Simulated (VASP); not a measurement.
# MgO (Fm-3m) in VASP: further runs, part 2 of 2

VASP 6.6.1. Earlier steps stand in the parts before.

## (4) Relaxation of cell and atoms, LDA

This run uses another cell than the first one, of 9.59 Å³/atom.

Contents of INCAR:

```
  PREC = Accurate
  ENCUT = 750
  EDIFF = 1E-7
  ISMEAR = 0
  SIGMA = 0.1
  LREAL = F
  LASPH = T
  NELM = 120
  ALGO = Normal
  ISIF = 3
  LWAVE = F
  LCHARG = F
  IBRION = 2
  NSW = 100
  EDIFFG = -0.05
  GGA_COMPAT = F
  NELMIN = 4
```

Contents of KPOINTS:

```
regular mesh
0
Gamma
  8 8 8
```

Contents of POSCAR:

```
MgO
1.0
    0.0000000000      2.1245000000      2.1245000000
    2.1245000000      0.0000000000      2.1245000000
    2.1245000000      2.1245000000      0.0000000000
Mg O
1 1
Direct
    0.0000000000      0.0000000000      0.0000000000
    0.5000000000      0.5000000000      0.5000000000
```

Potentials or basis: VASP PAW LDA potentials, release 64 (Mg_sv, O).

On the command line:

```
> cat potpaw_LDA.64/Mg_sv/POTCAR potpaw_LDA.64/O/POTCAR > POTCAR
> mpirun -np 1 vasp_std > vasp.out
```

OUTCAR:

```text
PREC = Accurate
   ENCUT = 750
   EDIFF = 1E-7
   ISMEAR = 0
   LREAL = F
   LASPH = T
   NELM = 120
   ISIF = 3
   IBRION = 2
   NSW = 100
   EDIFFG = -0.05
   NELMIN = 4

 ion  position               nearest neighbor table
   1  0.000  0.000  0.000-   2 2.12   2 2.12   2 2.12   2 2.12   2 2.12   2 2.12
   2  0.500  0.500  0.500-   1 2.12   1 2.12   1 2.12   1 2.12   1 2.12   1 2.12

  LATTYP: Found a face centered cubic cell.
 ALAT       =     4.2490000000

  Lattice vectors:

 A1 = (   0.0000000000,   2.1245000000,   2.1245000000)
 A2 = (   2.1245000000,   0.0000000000,   2.1245000000)
 A3 = (   2.1245000000,   2.1245000000,   0.0000000000)

Analysis of symmetry for initial positions (statically):
=====================================================================
 Subroutine PRICEL returns:
 Original cell was already a primitive cell.

 Routine SETGRP: Setting up the symmetry group for a
 face centered cubic supercell.

 Subroutine GETGRP returns: Found 48 space group operations
 (whereof 48 operations were pure point group operations)
 out of a pool of 48 trial point group operations.

The static configuration has the point symmetry O_h .

Analysis of symmetry for dynamics (positions and initial velocities):
=====================================================================
 Subroutine PRICEL returns:
 Original cell was already a primitive cell.

 Routine SETGRP: Setting up the symmetry group for a
 face centered cubic supercell.

 Subroutine GETGRP returns: Found 48 space group operations
 (whereof 48 operations were pure point group operations)
 out of a pool of 48 trial point group operations.

The dynamic configuration has the point symmetry O_h .

 Subroutine INISYM returns: Found 48 space group operations
 (whereof 48 operations are pure point group operations),
 and found     1 'primitive' translations

----------------------------------------------------------------------------------------
[... 133 lines left out ...]

 number of electron      15.9999997 magnetization

 Free energy of the ion-electron system (eV)
  ---------------------------------------------------
  ext. energy  EPLUGINS =         0.00000000
  ---------------------------------------------------
  free energy    TOTEN  =       -13.20493839 eV

  energy without entropy =      -13.20493839  energy(sigma->0) =      -13.20493839

------------------------ aborting loop because EDIFF is reached ----------------------------------------

  FORCE on cell =-STRESS in cart. coord.  units (eV):
  Direction    XX          YY          ZZ          XY          YZ          ZX
  --------------------------------------------------------------------------------------
  -------------------------------------------------------------------------------------
  Total       -1.1664058     -1.1664058     -1.1664058     -0.0000000      0.0000000     -0.0000000
  in kB      -97.4451084    -97.4451084    -97.4451084     -0.0000000      0.0000000     -0.0000000
  external PRESSURE =     -97.4451084 kB  Pullay stress =       0.0000000 kB
[... 59 lines left out ...]
--------------------------------------- Ionic step        3  -------------------------------------------

 number of electron      15.9999996 magnetization

 Free energy of the ion-electron system (eV)
  ---------------------------------------------------
  ext. energy  EPLUGINS =         0.00000000
  ---------------------------------------------------
  free energy    TOTEN  =       -13.24213433 eV

  energy without entropy =      -13.24213433  energy(sigma->0) =      -13.24213433

 E-fermi :   3.3994     XC(G=0): -12.1218

 val. band max:        2.8479840521   @ k =   0.0000   0.0000   0.0000
 cond. band min:       7.8784203592   @ k =   0.0000   0.0000   0.0000
 fundamental gap:      5.0304363071
 Fermi energy:         3.3993533315

 k-point     1 :       0.0000    0.0000    0.0000
  band No.  band energies     occupation
      1     -68.3706      2.00000
      2     -35.8297      2.00000
      3     -35.8297      2.00000
      4     -35.8297      2.00000
      5     -14.3285      2.00000
      6       2.8480      2.00000
      7       2.8480      2.00000
      8       2.8480      2.00000
      9       7.8784      0.00000
     10      18.5748      0.00000
     11      18.5748      0.00000
     12      18.5748      0.00000
[... 331 lines left out ...]
 k-point    24 :      -0.3750    0.2500    0.1250
  band No.  band energies     occupation
      1     -68.3571      2.00000
      2     -35.9180      2.00000
      3     -35.8658      2.00000
      4     -35.8488      2.00000
      5     -12.6963      2.00000
      6      -1.3571      2.00000
      7       0.8026      2.00000
      8       1.7922      2.00000
      9      12.6079      0.00000
     10      15.1935      0.00000
     11      16.4642      0.00000
     12      19.8870      0.00000

 [... further k-points ...]

------------------------ aborting loop because EDIFF is reached ----------------------------------------

  FORCE on cell =-STRESS in cart. coord.  units (eV):
  Direction    XX          YY          ZZ          XY          YZ          ZX
  --------------------------------------------------------------------------------------
  -------------------------------------------------------------------------------------
  Total        0.0036177      0.0036177      0.0036177      0.0000000      0.0000000      0.0000000
  in kB        0.3217019      0.3217019      0.3217019      0.0000000      0.0000000      0.0000000
  external PRESSURE =       0.3217019 kB  Pullay stress =       0.0000000 kB
[... 17 lines left out ...]
  FREE ENERGIE OF THE ION-ELECTRON SYSTEM (eV)
  ---------------------------------------------------
  free  energy   TOTEN  =       -13.2421343339 eV

  energy  without entropy=      -13.2421343339  energy(sigma->0) =      -13.24213433

 reached required accuracy - stopping structural energy minimisation
```

OSZICAR:

```text
N       E                     dE             d eps       ncg     rms          rms(c)
DAV:   1     0.156044982598E+03    0.15604E+03   -0.13200E+04   696   0.203E+03
DAV:   2    -0.805178610581E+01   -0.16410E+03   -0.15604E+03   796   0.479E+02
DAV:   3    -0.146887773676E+02   -0.66370E+01   -0.65855E+01   896   0.956E+01
[... 26 lines left out ...]
DAV:   4    -0.132418728700E+02    0.20126E-03   -0.24978E-03   952   0.474E-01    0.478E-02
DAV:   5    -0.132421058377E+02   -0.23297E-03   -0.67909E-04   924   0.344E-01    0.308E-02
DAV:   6    -0.132421422353E+02   -0.36398E-04   -0.58998E-05   992   0.984E-02    0.724E-03
DAV:   7    -0.132421343665E+02    0.78688E-05   -0.11883E-05   820   0.664E-02    0.152E-03
DAV:   8    -0.132421343339E+02    0.32559E-07   -0.20337E-07   728   0.706E-03
   3 F= -.13242134E+02 E0= -.13242134E+02  d E =-.371959E-01
```

Run time: 34 s. Hardware: 1 thread of AMD EPYC 7R43 (Zen 3), shared host; peak memory 0.11 GiB.

What came out:

* Free energy: -13.2421 eV
* Relaxed volume: 9.01 Å³/atom
* Relaxed cell: a = 2.943 Å, b = 2.943 Å, c = 2.943 Å, α = 60.00°, β = 60.00°, γ = 60.00°
* Space group after relaxing (to 0.1 Å): Fm-3m (No. 225)
* Energy gained by relaxing: 18.6 meV/atom
* Ionic steps: 3
* Pressure after relaxing: 0.0 GPa
* Band gap on the k mesh: 5.03 eV

The path:
```csv
step,energy change (eV),largest force (eV/Å),pressure (GPa),volume (Å³)
1,0.0000,0.0000,-9.74,19.18
2,-0.0317,0.0000,4.32,17.60
3,-0.0372,0.0000,0.03,18.02
```

Final structure:
```xyz
2
Lattice="0.0000 2.0807 2.0807 2.0807 0.0000 2.0807 2.0807 2.0807 0.0000" Properties=species:S:1:pos:R:3 pbc="T T T"
Mg    0.0000    0.0000    0.0000
O     2.0807    2.0807    2.0807
```

As with any semilocal functional, this LDA gap is likely too small. Zero-point motion and thermal expansion aren't in these numbers.

## (5) Single point, LDA

This run uses another cell than the first one, of 9.59 Å³/atom.

Contents of INCAR:

```
SYSTEM = MgO
PREC     = Accurate       ! precision mode
ENCUT    = 750            ! plane-wave cutoff, eV
EDIFF    = 1E-6           ! SCF threshold, eV
ISMEAR   = 0              ! smearing method
SIGMA    = 0.1            ! smearing width, eV
LREAL    = .FALSE.        ! projectors in reciprocal space
LASPH    = .TRUE.         ! aspherical terms in the spheres
NELM     = 120            ! most SCF steps
ALGO     = Normal         ! electronic algorithm
ISIF     = 2              ! what is computed and relaxed
LWAVE    = .FALSE.        ! write WAVECAR
LCHARG   = .FALSE.        ! write CHGCAR
NBANDS   = 15             ! bands
GGA_COMPAT= .FALSE.
```

Contents of KPOINTS:

```
regular mesh
0
G
  8 8 8
  0 0 0
```

POSCAR is that of step 4.

On the command line:

```
> cat potpaw_LDA.64/Mg_sv/POTCAR potpaw_LDA.64/O/POTCAR > POTCAR
> mpirun -np 1 vasp_std > vasp.out
```

Wall time 13 s (1 thread of Intel Xeon Platinum 8259CL at 2.50GHz (Skylake/Cascade Lake), shared host); peak memory 0.14 GiB.

The run converged. Its results:

```yaml
Free_energy: -13.2049 eV
Pressure: -9.8 GPa
Band_gap_on_the_k_mesh: 4.42 eV
```

Levels at points of the mesh, in eV from the valence-band top:
| k point | band 5 | band 6 | band 7 | band 8 | band 9 | band 10 | band 11 | band 12 |
| --- | --- | --- | --- | --- | --- | --- | --- | --- |
| (0.00, 0.00, 0.00) | -16.85 | 0.00 | 0.00 | 0.00 | 4.42 | 15.39 | 15.39 | 15.39 |
| (0.50, 0.00, 0.00) | -15.54 | -4.58 | -0.64 | -0.64 | 7.58 | 12.12 | 15.75 | 15.75 |
| (0.50, 0.50, 0.00) | -15.32 | -4.02 | -1.33 | -1.33 | 8.87 | 9.46 | 12.62 | 18.26 |

Caveat: the cell stands under tension. Expect the measured gap to be larger: semilocal functionals such as LDA lack the derivative discontinuity.

## (6) The runs side by side

| task | cell | smearing | gap on the mesh (eV) | pressure (GPa) |
| --- | --- | --- | --- | --- |
| single point | a = 2.944 Å, angles 60.0°, 2 atoms | gaussian 0.1 eV | 5.02 | -0.5 |
| single point | a = 2.942 Å, angles 60.0°, 2 atoms | gaussian 0.02 eV | 5.04 | -0.1 |
| relaxation of cell and atoms | relaxed from a = 3.004 Å, angles 60.0°, 2 atoms | gaussian 0.1 eV | 5.03 | 0.0 |
| single point | a = 3.004 Å, angles 60.0°, 2 atoms | gaussian 0.1 eV | 4.42 | -9.8 |

Alike in all rows: level LDA; potentials or basis VASP PAW LDA potentials, release 64 (Mg_sv, O); no spin polarisation; k mesh 8 × 8 × 8; cutoff (eV) 750.

Caveats: the cell stands under tension (at least some runs).

Absolute energies hang on the potentials; compare differences alone.

## (7) Comparison with measurements

Step 2. Against the measured gap of MgO, 7.83 eV (quoted in “Electronic structure of alkaline earth and post-transition metal oxides”, 2009, arxiv:0908.1581), the calculated 5.02 eV is off by -2.81 eV. The value is that of LDA, without temperature or zero-point motion. Semilocal functionals fall short of measured gaps as a rule.

Step 3. Against the measured gap of MgO, 7.83 eV (quoted in “Electronic structure of alkaline earth and post-transition metal oxides”, 2009, arxiv:0908.1581), the calculated 5.04 eV is off by -2.79 eV. The value is that of LDA, without temperature or zero-point motion. Semilocal functionals fall short of measured gaps as a rule.
